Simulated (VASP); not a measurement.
# Rh (I4/mmm) in VASP: notebook

Runs on Rh. Level: PBEsol. Tasks: single point.

All numbers are computed with VASP 6.6.1; they aren't measurements. Logs are shortened: lines on timing, memory, paths and dates and some standing lists are left out, and cuts for length are marked.

**1. The cell of the first run**

It takes space group I4/mmm (No. 139, tetragonal). Conventional cell: a = 2.449 Å, b = 2.449 Å, c = 4.502 Å, α = 90.00°, β = 90.00°, γ = 90.00°. Within 3.2 Å of Rh (site symmetry 4/mmm) lie 12 Rh at 2.45 to 2.84 Å.

**2. Single point, PBEsol**

INCAR reads:

```
PREC     = Accurate       # precision mode
ENCUT    = 520            # plane-wave cutoff, eV
EDIFF    = 1E-6           # SCF threshold, eV
ISMEAR   = 0              # smearing method
SIGMA    = 0.15           # smearing width, eV
LREAL    = False          # projectors in reciprocal space
LASPH    = True           # aspherical terms in the spheres
NELM     = 80             # most SCF steps
ALGO     = Fast           # electronic algorithm
ISIF     = 2              # what is computed and relaxed
LWAVE    = False          # write WAVECAR
LCHARG   = True           # write CHGCAR
GGA      = PS             # functional
LELF     = True           # ELF
LVHAR    = True         
NBANDS   = 14             # bands
```

KPOINTS reads:

```
Automatic mesh
0
Gamma
  30 30 30
```

POSCAR reads:

```
Rh
1.0
    0.0000000000      1.7317288848      2.2512475503
    1.7317288848      0.0000000000      2.2512475503
    1.7317288848      1.7317288848      0.0000000000
Rh
1
Direct
    0.0000000000      0.0000000000      0.0000000000
```

Potentials or basis: VASP PAW PBE potentials, release 64 (Rh_pv).

Started as:

```console
$ cat potpaw_PBE.64/Rh_pv/POTCAR > POTCAR
$ mpirun -np 1 vasp_std > vasp.out
```

OUTCAR:

```text
PREC = Accurate
   ENCUT = 520
   EDIFF = 1E-6
   ISMEAR = 0
   LREAL = False
   LASPH = True
   NELM = 80
   ISIF = 2
   GGA = PS

 ion  position               nearest neighbor table
   1  0.000  0.000  0.000-

  LATTYP: Found a body centered tetragonal cell.
 ALAT       =     2.4490344752
 C/A-ratio  =     1.8384776311

  Lattice vectors:

 A1 = (  -1.7317288848,   0.0000000000,   2.2512475503)
 A2 = (   1.7317288848,   0.0000000000,   2.2512475503)
 A3 = (   0.0000000000,   1.7317288848,  -2.2512475503)

Analysis of symmetry for initial positions (statically):
=====================================================================
 Subroutine PRICEL returns:
 Original cell was already a primitive cell.

 Routine SETGRP: Setting up the symmetry group for a
 body centered tetragonal supercell.

 Subroutine GETGRP returns: Found 16 space group operations
 (whereof 16 operations were pure point group operations)
 out of a pool of 16 trial point group operations.

The static configuration has the point symmetry D_4h.

Analysis of symmetry for dynamics (positions and initial velocities):
=====================================================================
 Subroutine PRICEL returns:
 Original cell was already a primitive cell.

 Routine SETGRP: Setting up the symmetry group for a
 body centered tetragonal supercell.

 Subroutine GETGRP returns: Found 16 space group operations
 (whereof 16 operations were pure point group operations)
 out of a pool of 16 trial point group operations.

The dynamic configuration has the point symmetry D_4h.

 Subroutine INISYM returns: Found 16 space group operations
 (whereof 16 operations are pure point group operations),
 and found     1 'primitive' translations

----------------------------------------------------------------------------------------

                                     Primitive cell

  volume of cell :      13.5025

  direct lattice vectors                    reciprocal lattice vectors
     0.000000000  1.731728885  2.251247550    -0.288728798  0.288728798  0.222099076
     1.731728885  0.000000000  2.251247550     0.288728798 -0.288728798  0.222099076
     1.731728885  1.731728885  0.000000000     0.288728798  0.288728798 -0.222099076

  length of vectors
     2.840246550  2.840246550  2.449034475     0.464818930  0.464818930  0.464818930

  position of ions in fractional coordinates (direct lattice)
     0.000000000  0.000000000  0.000000000

  ion indices of the primitive-cell ions
   primitive index   ion index
                 1           1

----------------------------------------------------------------------------------------

 KPOINTS: Automatic mesh

Automatic generation of k-mesh.
 Grid dimensions read from file:
 generate k-points for:   30   30   30

 Generating k-lattice:

  Cartesian coordinates                     Fractional coordinates (reciprocal lattice)
    -0.009624293  0.009624293  0.007403303     0.033333333  0.000000000  0.000000000
     0.009624293 -0.009624293  0.007403303     0.000000000  0.033333333  0.000000000
     0.009624293  0.009624293 -0.007403303     0.000000000  0.000000000  0.033333333

  Length of vectors
     0.015493964  0.015493964  0.015493964

  Shift w.r.t. Gamma in fractional coordinates (k-lattice)
     0.000000000  0.000000000  0.000000000

 Subroutine IBZKPT returns following result:
 ===========================================

 Found   1992 irreducible k-points:

 Following reciprocal coordinates:
            Coordinates               Weight
  0.000000  0.000000  0.000000      1.000000
  0.033333  0.000000  0.000000      8.000000
  0.066667  0.000000  0.000000      8.000000
  0.100000  0.000000  0.000000      8.000000
  0.133333  0.000000  0.000000      8.000000
  0.166667  0.000000  0.000000      8.000000
[... 16 lines left out ...]
  0.233333  0.033333  0.000000      8.000000
  0.266667  0.033333  0.000000      8.000000
 [... further k-points ...]
   k-points           NKPTS =   1992   k-points in BZ     NKDIM =   1992   number of bands    NBANDS=     14
   number of dos      NEDOS =    301   number of ions     NIONS =      1
   total plane-waves  NPLWV =  10368
   dimension x,y,z NGX =    24 NGY =   24 NGZ =   18
   dimension x,y,z NGXF=    48 NGYF=   48 NGZF=   36
   ions per type =               1
   NGX,Y,Z   is equivalent  to a cutoff of  14.05, 14.05, 12.22 a.u.
   NGXF,Y,Z  is equivalent  to a cutoff of  28.10, 28.10, 24.44 a.u.
 SYSTEM =  unknown system
   PREC   = accura    normal or accurate (medium, high low for compatibility)
   ISTART =      0    job   : 0-new  1-cont  2-samecut
   ICHARG =      2    charge: 1-file 2-atom 10-const
   ISPIN  =      1    spin polarized calculation?
   LNONCOLLINEAR =      F non collinear calculations
   LSORBIT =      F    spin-orbit coupling
   LASPH  =      T    aspherical Exc in radial PAW
   ENCUT  =  520.0 eV  38.22 Ry    6.18 a.u.   5.28  5.28  4.55*2*pi/ulx,y,z
   NELM   =     80;   NELMIN=  2; NELMDL= -5     # of ELM steps
   EDIFF  = 0.1E-05   stopping-criterion for ELM
   LREAL  =      F    real-space projection
   EDIFFG = 0.1E-04   stopping-criterion for IOM
   NSW    =      0    number of steps for IOM
   IBRION =     -1    ionic relax: 0-MD 1-quasi-New 2-CG
   NFREE  =      0    steps in history (QN), initial steepest desc. (CG)
   ISIF   =      2    stress and relaxation
   ISYM   =      2    0-nonsym 1-usesym 2-fastsym
   POTIM  = 0.5000    time-step for ionic-motion
   TEBEG  =    0.0;   TEEND  =   0.0 temperature during run
   PSTRESS=    0.0 pullay stress
   NELECT =      15.0000    total number of electrons
   NUPDOWN=      -1.0000    fix difference up-down
   EMIN   =  10.00;   EMAX   =-10.00  energy-range for DOS
   EFERMI =   0.00;   METHOD = LEGACY
   ISMEAR =     0;   SIGMA  =   0.15  broadening in eV -4-tet -1-fermi 0-gaus
   EFERMI_NEDOS =   21; number of points for ismear=-14 and -15
   IALGO  =     68    algorithm
   IMIX   =      4    mixing-type and parameters
     AMIX     =   0.40;   BMIX     =  1.00
     AMIX_MAG =   1.60;   BMIX_MAG =  1.00
  volume/ion in A,a.u.               =      13.50        91.12
  Fermi-wavevector in a.u.,A,eV,Ry     =   1.695512  3.204053 39.113503  2.874761
  Thomas-Fermi vector in A             =   2.776543
   LORBIT       =      0    0 simple, 1 ext, 2 COOP (PROOUT), +10 PAW based schemes
   GGA     = PS    functional components
   LHFCALC =     F    Hartree Fock is set to
   AEXX    =    0.0000 exact exchange contribution
   IVDW    =     0    specifies the selected vdW correction
   LEPSILON=     F    determine dielectric tensor
   LRPA    =     F    only Hartree local field effects (RPA)
 non-spin polarized calculation
 RMM-DIIS sequential band-by-band and
 Gauss-broadening in eV      SIGMA  =   0.15
  energy-cutoff  :      520.00
  volume of cell :       13.50
 maximum number of plane-waves:       389
 NGX is ok and might be reduce to    24

 number of electron      14.9999999 magnetization

 Free energy of the ion-electron system (eV)
  ---------------------------------------------------
  ext. energy  EPLUGINS =         0.00000000
  ---------------------------------------------------
  free energy    TOTEN  =        -7.67418325 eV

  energy without entropy =       -7.65563780  energy(sigma->0) =       -7.66491053

 E-fermi :  12.0657     XC(G=0): -14.3006

 val. band max:       12.0649758991   @ k =   0.4667   0.3000   0.1000
 cond. band min:      12.0663153236   @ k =   0.3667   0.2667   0.0667
 fundamental gap:      0.0013394245
 Fermi energy:        12.0657175557

 k-point     1 :       0.0000    0.0000    0.0000
  band No.  band energies     occupation
      1     -34.2270      2.00000
      2     -34.1159      2.00000
      3     -34.1159      2.00000
      4       3.9487      2.00000
      5       6.9612      2.00000
      6       8.9246      2.00000
      7      10.3840      2.00000
      8      10.3840      2.00000
      9      12.7215      0.00000
     10      29.0745      0.00000
     11      29.1537      0.00000
     12      32.6369      0.00000
     13      36.2140      0.00000
     14      36.2140      0.00000

 k-point     2 :       0.0333    0.0000    0.0000
  band No.  band energies     occupation
      1     -34.2288      2.00000
      2     -34.1274      2.00000
      3     -34.1155      2.00000
      4       3.9963      2.00000
      5       6.9851      2.00000
      6       8.9350      2.00000
      7      10.3476      2.00000
      8      10.3992      2.00000
      9      12.6933      0.00000
     10      29.1183      0.00000
     11      29.2197      0.00000
     12      32.6368      0.00000
     13      35.8226      0.00000
     14      36.2909      0.00000

 k-point     3 :       0.0667    0.0000    0.0000
  band No.  band energies     occupation
      1     -34.2347      2.00000
      2     -34.1609      2.00000
      3     -34.1144      2.00000
      4       4.1365      2.00000
      5       7.0551      2.00000
      6       8.9645      2.00000
      7      10.2476      2.00000
      8      10.4442      2.00000
      9      12.6112      0.00000
     10      29.2143      0.00000
     11      29.4306      0.00000
     12      32.6361      0.00000
     13      34.9901      0.00000
     14      36.5162      0.00000
[... 324 lines left out ...]
 k-point    23 :       0.2333    0.0333    0.0000
  band No.  band energies     occupation
      1     -34.5095      2.00000
      2     -34.2844      2.00000
      3     -34.1092      2.00000
      4       5.5186      2.00000
      5       7.6502      2.00000
      6       8.7192      2.00000
      7      10.4664      2.00000
      8      10.8885      2.00000
      9      12.0494      1.12244
     10      28.6387      0.00000
     11      29.5113      0.00000
     12      32.6330      0.00000
     13      33.6762      0.00000
     14      35.9950      0.00000

 k-point    24 :       0.2667    0.0333    0.0000
  band No.  band energies     occupation
      1     -34.6151      2.00000
      2     -34.2998      2.00000
      3     -34.1057      2.00000
      4       5.7849      2.00000
      5       7.8077      2.00000
      6       8.8071      2.00000
      7      10.7441      2.00000
      8      10.9176      2.00000
      9      11.9625      1.66964
     10      27.8101      0.00000
     11      28.9477      0.00000
     12      32.6360      0.00000
     13      34.1685      0.00000
     14      35.9622      0.00000

 [... further k-points ...]

------------------------ aborting loop because EDIFF is reached ----------------------------------------

  FORCE on cell =-STRESS in cart. coord.  units (eV):
  Direction    XX          YY          ZZ          XY          YZ          ZX
  --------------------------------------------------------------------------------------
  -------------------------------------------------------------------------------------
  Total        2.7309685      2.7309685     -2.1350978      0.0000000     -0.0000000      0.0000000
  in kB      324.0516391    324.0516391   -253.3467321      0.0000000     -0.0000000      0.0000000
  external PRESSURE =     131.5855154 kB  Pullay stress =       0.0000000 kB

 VOLUME and BASIS-vectors are now :
 -----------------------------------------------------------------------------
  energy-cutoff  :      520.00
  volume of cell :       13.50
      direct lattice vectors                 reciprocal lattice vectors
     0.000000000  1.731728885  2.251247550    -0.288728798  0.288728798  0.222099076
     1.731728885  0.000000000  2.251247550     0.288728798 -0.288728798  0.222099076
     1.731728885  1.731728885  0.000000000     0.288728798  0.288728798 -0.222099076

 POSITION                                       TOTAL-FORCE (eV/Angst)
 -----------------------------------------------------------------------------------
      0.00000      0.00000      0.00000         0.000000      0.000000      0.000000
 -----------------------------------------------------------------------------------
    total drift:                               -0.000000      0.000000     -0.000000

  FREE ENERGIE OF THE ION-ELECTRON SYSTEM (eV)
  ---------------------------------------------------
  free  energy   TOTEN  =        -7.6741832541 eV

  energy  without entropy=       -7.6556377985  energy(sigma->0) =       -7.66491053
```

Wall time 6.6 min (1 thread of Intel Xeon 8259CL, shared host); peak memory 0.44 GiB.

What came out:

| Quantity | Value |
| --- | --- |
| Free energy | -7.6742 eV |
| Pressure | 13.2 GPa |
| Band gap on the k mesh | zero (an odd number of electrons rules out a gap without spin polarisation) |

Caveat: the stress differs along the axes, from -25 to 32 GPa; the PAW data sets were made with another functional, which shifts forces and pressure a little.

**3. Single point, PBEsol**

This run uses another cell than the first one, of the same volume but with other edges.

INCAR reads:

```
  ALGO = Fast
  EDIFF = 1E-6
  ENCUT = 520
  GGA = PS
  ISIF = 2
  ISMEAR = 0
  LASPH = T
  LCHARG = T
  LELF = T
  LREAL = F
  LVHAR = T
  LWAVE = F
  NBANDS = 14
  NELM = 100
  PREC = Accurate
  SIGMA = 0.15
```

KPOINTS reads:

```
k-points
0
Gamma
  30 30 30
```

POSCAR reads:

```
Rh
1.0
    0.0000000000      1.9432637198      1.7878026222
    1.9432637198      0.0000000000      1.7878026222
    1.9432637198      1.9432637198      0.0000000000
Rh
1
Direct
    0.0000000000      0.0000000000      0.0000000000
```

Potentials or basis: VASP PAW PBE potentials, release 64 (Rh_pv).

Started as:

```console
$ cat potpaw_PBE.64/Rh_pv/POTCAR > POTCAR
$ mpirun -np 1 vasp_std > vasp.out
```

Run time: 7.2 min. Hardware: 1 thread of Intel Xeon 8259CL, shared host; peak memory 0.43 GiB.

It converged, with:

```
Free energy            : -8.0974 eV
Pressure               : 0.9 GPa
Band gap on the k mesh : zero (an odd number of electrons rules out a gap without spin polarisation)
```

Stress tensor (GPa, compression positive):
```
-5.53  0.00  0.00
 0.00 -5.53  0.00
 0.00  0.00 13.85
```

Levels at points of the mesh, in eV from the Fermi level:
| k point | band 4 | band 5 | band 6 | band 7 | band 8 | band 9 | band 10 | band 11 |
| --- | --- | --- | --- | --- | --- | --- | --- | --- |
| (0.00, 0.00, 0.00) | -8.17 | -3.41 | -3.41 | -2.55 | -1.56 | -0.52 | 16.06 | 20.35 |
| (0.50, 0.00, 0.00) | -6.31 | -3.72 | -2.71 | 0.36 | 0.67 | 0.87 | 8.84 | 15.33 |
| (0.50, 0.50, 0.00) | -6.51 | -6.19 | 0.58 | 1.08 | 1.08 | 4.49 | 12.35 | 12.35 |
| (0.50, 0.00, 0.50) | -6.49 | -6.04 | 0.54 | 0.64 | 1.36 | 2.63 | 11.70 | 13.43 |

Caveat: the stress differs along the axes, from -6 to 14 GPa; the PAW data sets were made with another functional, which shifts forces and pressure a little.

**4. Single point, PBEsol**

This run uses another cell than the first one, of the same volume but with other edges.

INCAR reads:

```
PREC = Accurate ; ENCUT = 520
EDIFF = 1E-6 ; ISMEAR = 0
SIGMA = 0.15 ; LREAL = F
LASPH = T ; NELM = 60
ALGO = Fast ; ISIF = 2
LWAVE = F ; LCHARG = F
GGA = PS ; NBANDS = 14
```

KPOINTS reads:

```
regular mesh
0
Gamma
  30 30 30
```

POSCAR reads:

```
Rh
1.0
    0.0000000000      1.8308950759      2.0139845834
    1.8308950759      0.0000000000      2.0139845834
    1.8308950759      1.8308950759      0.0000000000
Rh
1
Direct
    0.0000000000      0.0000000000      0.0000000000
```

Started as:

```console
$ cat potpaw_PBE.64/Rh_pv/POTCAR > POTCAR
$ mpirun -np 1 vasp_std > vasp.out
```

It took 7.1 min on 1 thread of Intel Xeon 8259CL, shared host; peak memory 0.43 GiB.

It converged, with:

```yaml
Free_energy: -8.0762 eV
Pressure: 1.7 GPa
Band_gap_on_the_k_mesh: zero (an odd number of electrons rules out a gap without spin polarisation)
```

Stress tensor (GPa, compression positive):
```
 10.29   0.00   0.00
  0.00  10.29   0.00
  0.00   0.00 -15.50
```

Levels at points of the mesh, in eV from the Fermi level:
```csv
k point,band 4,band 5,band 6,band 7,band 8,band 9,band 10,band 11
"(0.00, 0.00, 0.00)",-8.18,-3.88,-2.74,-2.74,-1.73,-0.37,16.09,19.64
"(0.50, 0.00, 0.00)",-6.31,-3.75,-2.69,0.38,0.67,0.84,8.86,15.24
"(0.50, 0.50, 0.00)",-6.48,-6.11,0.70,0.97,0.97,1.93,10.73,14.56
"(0.50, 0.00, 0.50)",-6.53,-6.08,0.48,0.53,1.56,3.93,12.34,13.37
```

Caveat: the stress differs along the axes, from -15 to 10 GPa; the PAW data sets were made with another functional, which shifts forces and pressure a little.

**5. The runs side by side**

```csv
cell,gap on the mesh (eV),pressure (GPa)
"a = 2.840, b = 2.840, c = 2.449 Å, angles 64.5, 64.5, 51.1°, 1 atom",none,13.2
"a = 2.641, b = 2.641, c = 2.748 Å, angles 58.6, 58.6, 62.7°, 1 atom",none,0.9
"a = 2.722, b = 2.722, c = 2.589 Å, angles 61.6, 61.6, 56.8°, 1 atom",none,1.7
```

Alike in all rows: task single point; level PBEsol; potentials or basis VASP PAW PBE potentials, release 64 (Rh_pv); no spin polarisation; k mesh 30 × 30 × 30; cutoff (eV) 520; smearing gaussian 0.15 eV.

Caveats: the PAW data sets were made with another functional, which shifts forces and pressure a little; the stress differs along the axes, from -25 to 32 GPa (at least some runs); the stress differs along the axes, from -6 to 14 GPa (at least some runs); the stress differs along the axes, from -15 to 10 GPa (at least some runs).

Absolute energies hang on the potentials; compare differences alone.
